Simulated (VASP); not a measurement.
# MgS (Fm-3m) in VASP: a series of runs, part 2 of 3

VASP 6.6.1. The steps go on from the part before.

## 3. Electric field gradients, PBE (volume scaled by 1.04)

INCAR reads:

```
PREC = Accurate
ENCUT = 520
EDIFF = 1E-8
ISMEAR = -1
SIGMA = 0.01
LREAL = F
LASPH = T
NELM = 80
ALGO = Normal
ISIF = 2
LWAVE = F
LCHARG = F
GGA = PE
LEFG = T
NBANDS = 11
```

KPOINTS reads:

```
regular mesh
0
Gamma
  8 8 8
```

POSCAR reads:

```
MgS
1.0
    0.0000000000      2.6358861630      2.6358861630
    2.6358861630      0.0000000000      2.6358861630
    2.6358861630      2.6358861630      0.0000000000
Mg S
1 1
Direct
    0.0000000000      0.0000000000      0.0000000000
    0.5000000000      0.5000000000      0.5000000000
```

Potentials or basis: VASP PAW PBE potentials, release 64 (Mg, S).

Command:

```sh
$ cat potpaw_PBE.64/Mg/POTCAR potpaw_PBE.64/S/POTCAR > POTCAR
$ mpirun -np 1 vasp_std > vasp.out
```

OUTCAR:

```text
PREC = Accurate
   ENCUT = 520
   EDIFF = 1E-8
   ISMEAR = -1
   LREAL = F
   LASPH = T
   NELM = 80
   ISIF = 2
   GGA = PE

 ion  position               nearest neighbor table
   1  0.000  0.000  0.000-   2 2.64   2 2.64   2 2.64   2 2.64   2 2.64   2 2.64
   2  0.500  0.500  0.500-   1 2.64   1 2.64   1 2.64   1 2.64   1 2.64   1 2.64

  LATTYP: Found a face centered cubic cell.
 ALAT       =     5.2717723260

  Lattice vectors:

 A1 = (   0.0000000000,   2.6358861630,   2.6358861630)
 A2 = (   2.6358861630,   0.0000000000,   2.6358861630)
 A3 = (   2.6358861630,   2.6358861630,   0.0000000000)

Analysis of symmetry for initial positions (statically):
=====================================================================
 Subroutine PRICEL returns:
 Original cell was already a primitive cell.

 Routine SETGRP: Setting up the symmetry group for a
 face centered cubic supercell.

 Subroutine GETGRP returns: Found 48 space group operations
 (whereof 48 operations were pure point group operations)
 out of a pool of 48 trial point group operations.

The static configuration has the point symmetry O_h .

Analysis of symmetry for dynamics (positions and initial velocities):
=====================================================================
 Subroutine PRICEL returns:
 Original cell was already a primitive cell.

 Routine SETGRP: Setting up the symmetry group for a
 face centered cubic supercell.

 Subroutine GETGRP returns: Found 48 space group operations
 (whereof 48 operations were pure point group operations)
 out of a pool of 48 trial point group operations.

The dynamic configuration has the point symmetry O_h .

 Subroutine INISYM returns: Found 48 space group operations
 (whereof 48 operations are pure point group operations),
 and found     1 'primitive' translations

----------------------------------------------------------------------------------------

                                     Primitive cell

  volume of cell :      36.6277

  direct lattice vectors                    reciprocal lattice vectors
     0.000000000  2.635886163  2.635886163    -0.189689527  0.189689527  0.189689527
     2.635886163  0.000000000  2.635886163     0.189689527 -0.189689527  0.189689527
     2.635886163  2.635886163  0.000000000     0.189689527  0.189689527 -0.189689527

  length of vectors
     3.727705961  3.727705961  3.727705961     0.328551899  0.328551899  0.328551899

  position of ions in fractional coordinates (direct lattice)
     0.000000000  0.000000000  0.000000000
     0.500000000  0.500000000  0.500000000

  ion indices of the primitive-cell ions
   primitive index   ion index
                 1           1
                 2           2

----------------------------------------------------------------------------------------

 KPOINTS: regular mesh

Automatic generation of k-mesh.
 Grid dimensions read from file:
 generate k-points for:    8    8    8

 Generating k-lattice:

  Cartesian coordinates                     Fractional coordinates (reciprocal lattice)
    -0.023711191  0.023711191  0.023711191     0.125000000  0.000000000  0.000000000
[... 67 lines left out ...]
   POTIM  = 0.5000    time-step for ionic-motion
   TEBEG  =    0.0;   TEEND  =   0.0 temperature during run
   PSTRESS=    0.0 pullay stress
   NELECT =       8.0000    total number of electrons
   NUPDOWN=      -1.0000    fix difference up-down
   EMIN   =  10.00;   EMAX   =-10.00  energy-range for DOS
   EFERMI =   0.00;   METHOD = LEGACY
   ISMEAR =    -1;   SIGMA  =   0.01  broadening in eV -4-tet -1-fermi 0-gaus
   EFERMI_NEDOS =   21; number of points for ismear=-14 and -15
   IALGO  =     38    algorithm
   IMIX   =      4    mixing-type and parameters
     AMIX     =   0.40;   BMIX     =  1.00
     AMIX_MAG =   1.60;   BMIX_MAG =  1.00
  volume/ion in A,a.u.               =      18.31       123.59
  Fermi-wavevector in a.u.,A,eV,Ry     =   0.985904  1.863089 13.224967  0.972008
  Thomas-Fermi vector in A             =   2.117246
   LORBIT       =      0    0 simple, 1 ext, 2 COOP (PROOUT), +10 PAW based schemes
   GGA     = PE    functional components
[... 5 lines left out ...]
 non-spin polarized calculation
  energy-cutoff  :      520.00
  volume of cell :       36.63
 maximum number of plane-waves:       998
   NGX = 13   NGY = 13   NGZ = 13

 number of electron       8.0000001 magnetization

 Free energy of the ion-electron system (eV)
  ---------------------------------------------------
  ext. energy  EPLUGINS =         0.00000000
  ---------------------------------------------------
  free energy    TOTEN  =        -8.49687905 eV

  energy without entropy =       -8.49687905  energy(sigma->0) =       -8.49687905

 E-fermi :   3.6452     XC(G=0):  -9.5275

 val. band max:        3.3830372203   @ k =   0.0000   0.0000   0.0000
 cond. band min:       6.0721214231   @ k =   0.5000   0.5000   0.0000
 fundamental gap:      2.6890842029
 Fermi energy:         3.6451538264

 k-point     1 :       0.0000    0.0000    0.0000
  band No.  band energies     occupation
      1      -9.0670      2.00000
      2       3.3830      2.00000
      3       3.3830      2.00000
      4       3.3830      2.00000
      5       6.7911      0.00000
      6      11.3587      0.00000
      7      11.3587      0.00000
      8      11.3587      0.00000
      9      13.6865      0.00000
     10      13.6865      0.00000
     11      15.8263      0.00000
[... 309 lines left out ...]
 k-point    24 :      -0.3750    0.2500    0.1250
  band No.  band energies     occupation
      1      -7.6791      2.00000
      2      -0.7315      2.00000
      3       1.3630      2.00000
      4       2.3031      2.00000
      5       8.8525      0.00000
      6       9.4075      0.00000
      7      11.6739      0.00000
      8      12.6080      0.00000
      9      15.4754      0.00000
     10      16.3517      0.00000
     11      18.7048      0.00000

 [... further k-points ...]
[... 5 lines left out ...]
  --------------------------------------------------------------------------------------
  -------------------------------------------------------------------------------------
  Total       -0.4509319     -0.4509319     -0.4509319      0.0000000      0.0000000     -0.0000000
  in kB      -19.7247546    -19.7247546    -19.7247546      0.0000000      0.0000000     -0.0000000
  external PRESSURE =     -19.7247546 kB  Pullay stress =       0.0000000 kB

 VOLUME and BASIS-vectors are now :
 -----------------------------------------------------------------------------
  energy-cutoff  :      520.00
  volume of cell :       36.63
      direct lattice vectors                 reciprocal lattice vectors
     0.000000000  2.635886163  2.635886163    -0.189689527  0.189689527  0.189689527
     2.635886163  0.000000000  2.635886163     0.189689527 -0.189689527  0.189689527
     2.635886163  2.635886163  0.000000000     0.189689527  0.189689527 -0.189689527

 POSITION                                       TOTAL-FORCE (eV/Angst)
 -----------------------------------------------------------------------------------
      0.00000      0.00000      0.00000        -0.000000     -0.000000     -0.000000
      2.63589      2.63589      2.63589         0.000000      0.000000      0.000000
 -----------------------------------------------------------------------------------
    total drift:                                0.000000      0.000000      0.000000

  FREE ENERGIE OF THE ION-ELECTRON SYSTEM (eV)
  ---------------------------------------------------
  free  energy   TOTEN  =        -8.4968790503 eV

  energy  without entropy=       -8.4968790503  energy(sigma->0) =       -8.49687905

 Electric field gradients (V/A^2)
---------------------------------------------------------------------
 ion       V_xx      V_yy      V_zz      V_xy      V_xz      V_yz
---------------------------------------------------------------------
   1      -0.000    -0.000    -0.000    -0.000    -0.000    -0.000
   2      -0.000     0.000    -0.000    -0.000    -0.000    -0.000
---------------------------------------------------------------------

 Electric field gradients after diagonalization (V/A^2)
 (convention: |V_zz| > |V_xx| > |V_yy|)
----------------------------------------------------------------------
 ion       V_xx      V_yy      V_zz     asymmetry (V_yy - V_xx)/ V_zz
----------------------------------------------------------------------
   1       0.000     0.000    -0.000       0.000
   2       0.000     0.000    -0.001       0.000
----------------------------------------------------------------------

           NMR quadrupolar parameters

 Cq : quadrupolar parameter    Cq=e*Q*V_zz/h
 eta: asymmetry parameters     (V_yy - V_xx)/ V_zz
 Q  : nuclear electric quadrupole moment in mb (millibarn)
----------------------------------------------------------------------
 ion       Cq(MHz)       eta       Q (mb)
----------------------------------------------------------------------
   1      -0.000       0.000       1.000
   2      -0.000       0.000       1.000
----------------------------------------------------------------------
```

stdout:

```text
POSCAR found type information on POSCAR MgS
 POSCAR found :  2 types and       2 ions
 scaLAPACK will be used
 LDA part: xc-table for (Slater+PW92), standard interpolation
 POSCAR, INCAR and KPOINTS ok, starting setup
 FFT: planning ... GRIDC
 FFT: planning ... GRID_SOFT
 FFT: planning ... GRID
 WAVECAR not read
 entering main loop
ion   1

ion   2
```

Wall time 18 s (1 thread of Intel Xeon Platinum 8259CL at 2.50GHz (Skylake/Cascade Lake), shared host); peak memory 0.15 GiB.

What came out:

```
Free energy            : -8.4969 eV
Pressure               : -2.0 GPa
Band gap on the k mesh : 2.69 eV, indirect (least direct gap 3.41 eV)
```

Caveat: without QUAD_EFG the Cq values of the log hold for a quadrupole moment of 1 mb, not for the nuclei.

## 4. Electric field gradients, PBE (volume scaled by 0.99)

INCAR reads:

```
ALGO     = Normal         # electronic algorithm
EDIFF    = 1E-8           # SCF threshold, eV
ENCUT    = 520            # plane-wave cutoff, eV
GGA      = PE             # functional
ISIF     = 2              # what is computed and relaxed
ISMEAR   = -1             # smearing method
LASPH    = True           # aspherical terms in the spheres
LCHARG   = False          # write CHGCAR
LEFG     = True         
LREAL    = False          # projectors in reciprocal space
LWAVE    = False          # write WAVECAR
NBANDS   = 11             # bands
NELM     = 60             # most SCF steps
PREC     = Accurate       # precision mode
SIGMA    = 0.01           # smearing width, eV
```

KPOINTS reads:

```
k-points
0
Gamma
  8 8 8
```

POSCAR reads:

```
MgS
1.0
    0.0000000000      2.5929487644      2.5929487644
    2.5929487644      0.0000000000      2.5929487644
    2.5929487644      2.5929487644      0.0000000000
Mg S
1 1
Direct
    0.0000000000      0.0000000000      0.0000000000
    0.5000000000      0.5000000000      0.5000000000
```

Potentials or basis: VASP PAW PBE potentials, release 64 (Mg, S).

Command:

```sh
$ cat potpaw_PBE.64/Mg/POTCAR potpaw_PBE.64/S/POTCAR > POTCAR
$ mpirun -np 1 vasp_std > vasp.out
```

OUTCAR:

```text
EDIFF = 1E-8
   ENCUT = 520
   GGA = PE
   ISIF = 2
   ISMEAR = -1
   LASPH = True
   LREAL = False
   NELM = 60
   PREC = Accurate

 ion  position               nearest neighbor table
   1  0.000  0.000  0.000-   2 2.59   2 2.59   2 2.59   2 2.59   2 2.59   2 2.59
   2  0.500  0.500  0.500-   1 2.59   1 2.59   1 2.59   1 2.59   1 2.59   1 2.59

  LATTYP: Found a face centered cubic cell.
 ALAT       =     5.1858975288

  Lattice vectors:

 A1 = (   0.0000000000,   2.5929487644,   2.5929487644)
 A2 = (   2.5929487644,   0.0000000000,   2.5929487644)
 A3 = (   2.5929487644,   2.5929487644,   0.0000000000)

Analysis of symmetry for initial positions (statically):
=====================================================================
 Subroutine PRICEL returns:
 Original cell was already a primitive cell.

 Routine SETGRP: Setting up the symmetry group for a
 face centered cubic supercell.

 Subroutine GETGRP returns: Found 48 space group operations
 (whereof 48 operations were pure point group operations)
 out of a pool of 48 trial point group operations.

The static configuration has the point symmetry O_h .

Analysis of symmetry for dynamics (positions and initial velocities):
=====================================================================
 Subroutine PRICEL returns:
 Original cell was already a primitive cell.

 Routine SETGRP: Setting up the symmetry group for a
 face centered cubic supercell.

 Subroutine GETGRP returns: Found 48 space group operations
 (whereof 48 operations were pure point group operations)
 out of a pool of 48 trial point group operations.

The dynamic configuration has the point symmetry O_h .

[... 160 lines left out ...]
      7      11.7634      0.00000
      8      11.7634      0.00000
      9      14.1762      0.00000
     10      14.1762      0.00000
     11      16.3773      0.00000
[... 309 lines left out ...]
 k-point    24 :      -0.3750    0.2500    0.1250
  band No.  band energies     occupation
      1      -7.3782      2.00000
      2      -0.5366      2.00000
      3       1.6508      2.00000
      4       2.6488      2.00000
      5       9.4113      0.00000
      6       9.9466      0.00000
      7      12.2654      0.00000
      8      13.2855      0.00000
      9      16.1261      0.00000
     10      17.2012      0.00000
     11      19.4466      0.00000

 [... further k-points ...]
[... 5 lines left out ...]
  --------------------------------------------------------------------------------------
  -------------------------------------------------------------------------------------
  Total        0.3626814      0.3626814      0.3626814      0.0000000      0.0000000     -0.0000000
  in kB       16.6657208     16.6657208     16.6657208      0.0000000      0.0000000     -0.0000000
  external PRESSURE =      16.6657208 kB  Pullay stress =       0.0000000 kB

 VOLUME and BASIS-vectors are now :
 -----------------------------------------------------------------------------
  energy-cutoff  :      520.00
  volume of cell :       34.87
      direct lattice vectors                 reciprocal lattice vectors
     0.000000000  2.592948764  2.592948764    -0.192830652  0.192830652  0.192830652
     2.592948764  0.000000000  2.592948764     0.192830652 -0.192830652  0.192830652
     2.592948764  2.592948764  0.000000000     0.192830652  0.192830652 -0.192830652

 POSITION                                       TOTAL-FORCE (eV/Angst)
 -----------------------------------------------------------------------------------
      0.00000      0.00000      0.00000        -0.000000      0.000000      0.000000
      2.59295      2.59295      2.59295         0.000000     -0.000000     -0.000000
 -----------------------------------------------------------------------------------
    total drift:                                0.000000      0.000000      0.000000

  FREE ENERGIE OF THE ION-ELECTRON SYSTEM (eV)
  ---------------------------------------------------
  free  energy   TOTEN  =        -8.4990281902 eV

  energy  without entropy=       -8.4990281902  energy(sigma->0) =       -8.49902819

 Electric field gradients (V/A^2)
---------------------------------------------------------------------
 ion       V_xx      V_yy      V_zz      V_xy      V_xz      V_yz
---------------------------------------------------------------------
   1       0.000    -0.000    -0.000     0.000     0.000     0.000
   2      -0.000     0.000    -0.000    -0.000    -0.000    -0.000
---------------------------------------------------------------------

 Electric field gradients after diagonalization (V/A^2)
 (convention: |V_zz| > |V_xx| > |V_yy|)
----------------------------------------------------------------------
 ion       V_xx      V_yy      V_zz     asymmetry (V_yy - V_xx)/ V_zz
----------------------------------------------------------------------
   1      -0.000    -0.000     0.000       0.000
   2       0.000     0.000    -0.001       0.000
----------------------------------------------------------------------

           NMR quadrupolar parameters

 Cq : quadrupolar parameter    Cq=e*Q*V_zz/h
 eta: asymmetry parameters     (V_yy - V_xx)/ V_zz
 Q  : nuclear electric quadrupole moment in mb (millibarn)
----------------------------------------------------------------------
 ion       Cq(MHz)       eta       Q (mb)
----------------------------------------------------------------------
   1       0.000       0.000       1.000
   2      -0.000       0.000       1.000
----------------------------------------------------------------------
```

stdout:

```text
POSCAR found type information on POSCAR MgS
 POSCAR found :  2 types and       2 ions
 scaLAPACK will be used
 LDA part: xc-table for (Slater+PW92), standard interpolation
 POSCAR, INCAR and KPOINTS ok, starting setup
 FFT: planning ... GRIDC
 FFT: planning ... GRID_SOFT
 FFT: planning ... GRID
 WAVECAR not read
 entering main loop
ion   1

ion   2
```

Run time: 15 s. Hardware: 1 thread of Intel Xeon Platinum 8259CL at 2.50GHz (Skylake/Cascade Lake), shared host; peak memory 0.15 GiB.

Results:

| Quantity | Value |
| --- | --- |
| Free energy | -8.4990 eV |
| Pressure | 1.7 GPa |
| Band gap on the k mesh | 2.80 eV, indirect (least direct gap 3.79 eV) |

Caveat: without QUAD_EFG the Cq values of the log hold for a quadrupole moment of 1 mb, not for the nuclei. A k mesh can miss the band edges.

[end of part 2 of 3]
